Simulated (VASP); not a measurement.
# SiNi3 (Pm) in VASP: single point with PBE

Aim: the single point of SiNi3 with PBE.

Program: VASP 6.6.1. These are calculated values, not measurements. Logs are shortened: lines on timing, memory, paths and dates and some standing lists are left out, and cuts for length are marked.

## Step 1: The cell of the first run

Symmetry: Pm, No. 6, monoclinic system. Conventional cell: a = 3.506 Å, b = 3.506 Å, c = 3.506 Å, α = 90.00°, β = 90.00°, γ = 90.00°. Within 2.5 Å of Si (site symmetry m) lie 10 Ni at 1.86 to 2.48 Å. Within 2.5 Å of Ni (site symmetry m) lie 2 Si at 1.86 to 2.35 Å and 4 Ni at 2.12 to 2.35 Å. Within 2.8 Å of Ni (site symmetry m) lie 6 Ni at 2.12 to 2.48 Å and 4 Si at 2.48 Å. Ni (site symmetry m) has 8 Ni at 2.35 to 2.77 Å and 4 Si at 2.48 Å within 3.1 Å.

## Step 2: Single point, PBE (atom 2 (Ni) moved by (-0.600, -0.300) A along y and z)

INCAR reads:

```
SYSTEM = SiNi3
PREC = Accurate
ENCUT = 520
EDIFF = 1E-7
ISMEAR = 0
SIGMA = 0.15
LREAL = .FALSE.
LASPH = .TRUE.
NELM = 100
ALGO = Fast
ISIF = 2
LWAVE = .FALSE.
LCHARG = .TRUE.
GGA = PE
LELF = .TRUE.
LVHAR = .TRUE.
NBANDS = 25
```

KPOINTS reads:

```
regular mesh
0
G
  14 14 14
  0 0 0
```

POSCAR reads:

```
SiNi3
1.0
    3.5062596409      0.0000000000      0.0000000000
    0.0000000000      3.5062596409      0.0000000000
    0.0000000000      0.0000000000      3.5062596409
Si Ni
1 3
Direct
    0.0000000000      0.0000000000      0.0000000000
    0.0000000000      0.3288774759      0.4144387379
    0.5000000000      0.0000000000      0.5000000000
    0.5000000000      0.5000000000      0.0000000000
```

Potentials or basis: VASP PAW PBE potentials, release 64 (Si, Ni).

Started as:

```
$ cat potpaw_PBE.64/Si/POTCAR potpaw_PBE.64/Ni/POTCAR > POTCAR
$ mpirun -np 1 vasp_std > vasp.out
```

OUTCAR:

```text
SYSTEM = SiNi3
   PREC = Accurate
   ENCUT = 520
   EDIFF = 1E-7
   ISMEAR = 0
   LREAL = .FALSE.
   LASPH = .TRUE.
   NELM = 100
   ISIF = 2
   GGA = PE

 ion  position               nearest neighbor table
   1  0.000  0.000  0.000-   2 1.86   2 2.35   4 2.48   3 2.48   3 2.48   4 2.48   3 2.48   4 2.48
                             3 2.48   4 2.48   2 2.77
   2  0.000  0.329  0.414-   1 1.86   3 2.12   3 2.12   4 2.35   4 2.35   1 2.35   1 2.77   4 2.77
                             4 2.77   3 2.95   3 2.95
   3  0.500  0.000  0.500-   2 2.12   2 2.12   4 2.48   1 2.48   4 2.48   4 2.48   4 2.48   1 2.48
                             1 2.48   1 2.48   2 2.95   2 2.95
   4  0.500  0.500  0.000-   2 2.35   2 2.35   3 2.48   3 2.48   1 2.48   3 2.48   3 2.48   1 2.48
                             1 2.48   1 2.48   2 2.77   2 2.77

  LATTYP: Found a simple cubic cell.
 ALAT       =     3.5062596409

  Lattice vectors:

 A1 = (   3.5062596409,   0.0000000000,   0.0000000000)
 A2 = (   0.0000000000,   3.5062596409,   0.0000000000)
 A3 = (   0.0000000000,   0.0000000000,   3.5062596409)

Analysis of symmetry for initial positions (statically):
=====================================================================
 Subroutine PRICEL returns:
 Original cell was already a primitive cell.

 Routine SETGRP: Setting up the symmetry group for a
 simple cubic supercell.

 Subroutine GETGRP returns: Found  2 space group operations
 (whereof  2 operations were pure point group operations)
 out of a pool of 48 trial point group operations.

The static configuration has the point symmetry C_1h.

Analysis of symmetry for dynamics (positions and initial velocities):
=====================================================================
 Subroutine PRICEL returns:
 Original cell was already a primitive cell.

 Routine SETGRP: Setting up the symmetry group for a
 simple cubic supercell.

 Subroutine GETGRP returns: Found  2 space group operations
 (whereof  2 operations were pure point group operations)
 out of a pool of 48 trial point group operations.

The dynamic configuration has the point symmetry C_1h.

 Subroutine INISYM returns: Found  2 space group operations
 (whereof  2 operations are pure point group operations),
 and found     1 'primitive' translations

----------------------------------------------------------------------------------------

                                     Primitive cell

  volume of cell :      43.1055

  direct lattice vectors                    reciprocal lattice vectors
     3.506259641  0.000000000  0.000000000     0.285204207  0.000000000  0.000000000
     0.000000000  3.506259641  0.000000000     0.000000000  0.285204207  0.000000000
     0.000000000  0.000000000  3.506259641     0.000000000  0.000000000  0.285204207

  length of vectors
     3.506259641  3.506259641  3.506259641     0.285204207  0.285204207  0.285204207

  position of ions in fractional coordinates (direct lattice)
     0.000000000  0.000000000  0.000000000
     0.000000000  0.328877476  0.414438738
     0.500000000  0.000000000  0.500000000
     0.500000000  0.500000000  0.000000000

  ion indices of the primitive-cell ions
   primitive index   ion index
                 1           1
                 2           2
                 3           3
                 4           4

----------------------------------------------------------------------------------------

 KPOINTS: regular mesh

Automatic generation of k-mesh.
 Grid dimensions read from file:
 generate k-points for:   14   14   14

 Generating k-lattice:

  Cartesian coordinates                     Fractional coordinates (reciprocal lattice)
     0.020371729  0.000000000  0.000000000     0.071428571  0.000000000  0.000000000
     0.000000000  0.020371729  0.000000000     0.000000000  0.071428571  0.000000000
     0.000000000  0.000000000  0.020371729     0.000000000  0.000000000  0.071428571

  Length of vectors
     0.020371729  0.020371729  0.020371729

  Shift w.r.t. Gamma in fractional coordinates (k-lattice)
     0.000000000  0.000000000  0.000000000

 Subroutine IBZKPT returns following result:
 ===========================================

 Found    800 irreducible k-points:

 Following reciprocal coordinates:
            Coordinates               Weight
  0.000000  0.000000  0.000000      1.000000
  0.071429  0.000000  0.000000      2.000000
  0.000000  0.071429  0.000000      2.000000
  0.000000  0.000000  0.071429      2.000000
  0.142857  0.000000  0.000000      2.000000
  0.000000  0.142857  0.000000      2.000000
[... 16 lines left out ...]
  0.071429  0.071429  0.000000      4.000000
  0.000000  0.071429  0.071429      2.000000
 [... further k-points ...]
   k-points           NKPTS =    800   k-points in BZ     NKDIM =    800   number of bands    NBANDS=     25
   number of dos      NEDOS =    301   number of ions     NIONS =      4
   total plane-waves  NPLWV =  21952
   dimension x,y,z NGX =    28 NGY =   28 NGZ =   28
   dimension x,y,z NGXF=    56 NGYF=   56 NGZF=   56
   ions per type =               1   3
   NGX,Y,Z   is equivalent  to a cutoff of  13.28, 13.28, 13.28 a.u.
   NGXF,Y,Z  is equivalent  to a cutoff of  26.55, 26.55, 26.55 a.u.
 SYSTEM =  SiNi3
   PREC   = accura    normal or accurate (medium, high low for compatibility)
   ISTART =      0    job   : 0-new  1-cont  2-samecut
   ICHARG =      2    charge: 1-file 2-atom 10-const
   ISPIN  =      1    spin polarized calculation?
   LNONCOLLINEAR =      F non collinear calculations
   LSORBIT =      F    spin-orbit coupling
   LASPH  =      T    aspherical Exc in radial PAW
   ENCUT  =  520.0 eV  38.22 Ry    6.18 a.u.   6.52  6.52  6.52*2*pi/ulx,y,z
   NELM   =    100;   NELMIN=  2; NELMDL= -5     # of ELM steps
   EDIFF  = 0.1E-06   stopping-criterion for ELM
   LREAL  =      F    real-space projection
   EDIFFG = 0.1E-05   stopping-criterion for IOM
   NSW    =      0    number of steps for IOM
   IBRION =     -1    ionic relax: 0-MD 1-quasi-New 2-CG
   NFREE  =      0    steps in history (QN), initial steepest desc. (CG)
   ISIF   =      2    stress and relaxation
   ISYM   =      2    0-nonsym 1-usesym 2-fastsym
   POTIM  = 0.5000    time-step for ionic-motion
   TEBEG  =    0.0;   TEEND  =   0.0 temperature during run
   PSTRESS=    0.0 pullay stress
   NELECT =      34.0000    total number of electrons
   NUPDOWN=      -1.0000    fix difference up-down
   EMIN   =  10.00;   EMAX   =-10.00  energy-range for DOS
   EFERMI =   0.00;   METHOD = LEGACY
   ISMEAR =     0;   SIGMA  =   0.15  broadening in eV -4-tet -1-fermi 0-gaus
   EFERMI_NEDOS =   21; number of points for ismear=-14 and -15
   IALGO  =     68    algorithm
   IMIX   =      4    mixing-type and parameters
     AMIX     =   0.40;   BMIX     =  1.00
     AMIX_MAG =   1.60;   BMIX_MAG =  1.00
  volume/ion in A,a.u.               =      10.78        72.72
  Fermi-wavevector in a.u.,A,eV,Ry     =   1.512599  2.858397 31.129516  2.287955
  Thomas-Fermi vector in A             =   2.622502
   LORBIT       =      0    0 simple, 1 ext, 2 COOP (PROOUT), +10 PAW based schemes
   GGA     = PE    functional components
   LHFCALC =     F    Hartree Fock is set to
   AEXX    =    0.0000 exact exchange contribution
   IVDW    =     0    specifies the selected vdW correction
   LEPSILON=     F    determine dielectric tensor
   LRPA    =     F    only Hartree local field effects (RPA)
 non-spin polarized calculation
 RMM-DIIS sequential band-by-band and
 Gauss-broadening in eV      SIGMA  =   0.15
  energy-cutoff  :      520.00
  volume of cell :       43.11
 maximum number of plane-waves:      1189
 NGX is ok and might be reduce to    28
   NGX = 13   NGY = 13   NGZ = 13

 number of electron      33.9999984 magnetization

 Free energy of the ion-electron system (eV)
  ---------------------------------------------------
  ext. energy  EPLUGINS =         0.00000000
  ---------------------------------------------------
  free energy    TOTEN  =       -21.20610360 eV

  energy without entropy =      -21.18812935  energy(sigma->0) =      -21.19711647

 E-fermi :  10.7415     XC(G=0): -12.9939

 val. band max:       10.7402413103   @ k =  -0.3571  -0.3571   0.3571
 cond. band min:      10.7421155988   @ k =  -0.2857  -0.2857   0.2143
 fundamental gap:      0.0018742885
 Fermi energy:        10.7414663377

 k-point     1 :       0.0000    0.0000    0.0000
  band No.  band energies     occupation
      1      -1.3024      2.00000
      2       5.6952      2.00000
      3       6.0712      2.00000
      4       6.4755      2.00000
      5       6.6657      2.00000
      6       7.1169      2.00000
[... 17 lines left out ...]
     24      21.7871      0.00000
     25      22.4110      0.00000

 k-point     2 :       0.0714    0.0000    0.0000
  band No.  band energies     occupation
      1      -1.2430      2.00000
      2       5.6975      2.00000
      3       6.0555      2.00000
      4       6.3782      2.00000
      5       6.6576      2.00000
      6       7.0936      2.00000
[... 17 lines left out ...]
     24      21.4441      0.00000
     25      22.0758      0.00000

 k-point     3 :       0.0000    0.0714    0.0000
  band No.  band energies     occupation
      1      -1.2456      2.00000
      2       5.7059      2.00000
      3       6.0193      2.00000
      4       6.4908      2.00000
      5       6.6603      2.00000
      6       7.1179      2.00000
[... 552 lines left out ...]
 k-point    23 :       0.0714    0.0714    0.0000
  band No.  band energies     occupation
      1      -1.1864      2.00000
      2       5.7089      2.00000
      3       6.0052      2.00000
      4       6.3924      2.00000
      5       6.6560      2.00000
      6       7.0951      2.00000
[... 17 lines left out ...]
     24      21.3612      0.00000
     25      22.1302      0.00000

 k-point    24 :       0.0000    0.0714    0.0714
  band No.  band energies     occupation
      1      -1.1861      2.00000
      2       5.6977      2.00000
      3       6.0117      2.00000
      4       6.4425      2.00000
      5       6.6086      2.00000
      6       7.1423      2.00000
[... 17 lines left out ...]
     24      21.3654      0.00000
     25      21.6904      0.00000

 [... further k-points ...]

------------------------ aborting loop because EDIFF is reached ----------------------------------------

  FORCE on cell =-STRESS in cart. coord.  units (eV):
  Direction    XX          YY          ZZ          XY          YZ          ZX
  --------------------------------------------------------------------------------------
  -------------------------------------------------------------------------------------
  Total        8.4557023      7.0216902      9.0136581      0.0000000      4.3681539      0.0000000
  in kB      314.2881795    260.9876932    335.0267192      0.0000000    162.3589734      0.0000000
  external PRESSURE =     303.4341973 kB  Pullay stress =       0.0000000 kB

 VOLUME and BASIS-vectors are now :
 -----------------------------------------------------------------------------
  energy-cutoff  :      520.00
  volume of cell :       43.11
      direct lattice vectors                 reciprocal lattice vectors
     3.506259641  0.000000000  0.000000000     0.285204207  0.000000000  0.000000000
     0.000000000  3.506259641  0.000000000     0.000000000  0.285204207  0.000000000
     0.000000000  0.000000000  3.506259641     0.000000000  0.000000000  0.285204207

 POSITION                                       TOTAL-FORCE (eV/Angst)
 -----------------------------------------------------------------------------------
      0.00000      0.00000      0.00000         0.000000     -4.885931     -5.185170
      0.00000      1.15313      1.45313         0.000000      7.731780      5.511946
      1.75313      0.00000      1.75313         0.000000     -3.442337      0.860030
      1.75313      1.75313      0.00000         0.000000      0.596488     -1.186807
 -----------------------------------------------------------------------------------
    total drift:                                0.000000     -0.000140      0.000154

  FREE ENERGIE OF THE ION-ELECTRON SYSTEM (eV)
  ---------------------------------------------------
  free  energy   TOTEN  =       -21.2061036022 eV

  energy  without entropy=      -21.1881293477  energy(sigma->0) =      -21.19711647
```

It took 8.3 min on 1 thread of Intel Xeon 6975P-C (Granite Rapids), shared host; peak memory 0.74 GiB.

Results:

- Free energy: -21.2061 eV
- Pressure: 30.3 GPa
- Largest force: 9.495 eV/Å
- Band gap on the k mesh: zero (bands 17 and 18 overlap by 0.83 eV)

Forces on the atoms (eV/Å):
```
Si   0.000 -4.886 -5.185
Ni   0.000  7.732  5.512
Ni   0.000 -3.442  0.860
Ni   0.000  0.596 -1.187
```

Stress tensor (GPa, compression positive):
```
31.43  0.00  0.00
 0.00 26.10 16.24
 0.00 16.24 33.50
```

Levels at points of the mesh, in eV from the Fermi level:
```csv
k point,band 15,band 16,band 17,band 18,band 19,band 20
"(0.00, 0.00, 0.00)",-0.49,-0.22,-0.04,0.15,1.26,4.38
"(0.50, 0.00, 0.00)",-0.67,-0.41,-0.02,3.36,4.05,4.25
"(0.00, 0.50, 0.00)",-1.22,-0.61,-0.49,3.14,3.33,5.42
"(0.00, 0.00, 0.50)",-1.05,-0.77,-0.64,2.40,3.50,5.46
"(0.50, 0.50, 0.00)",-1.35,-0.87,-0.76,0.41,0.44,5.01
"(0.00, 0.50, 0.50)",-1.14,-0.74,-0.46,0.58,0.66,5.58
"(0.50, 0.00, 0.50)",-1.37,-0.78,-0.58,0.24,0.31,4.51
"(0.50, 0.50, 0.50)",-1.17,-1.00,-0.73,-0.28,0.54,1.00
```

Caveat: the cell differs from its parent crystal (atom 2 (Ni) moved by (-0.600, -0.300) A along y and z); the cell stands under pressure; forces of over 1 eV/Å act on the atoms, so gaps and moduli don't describe the material at rest.
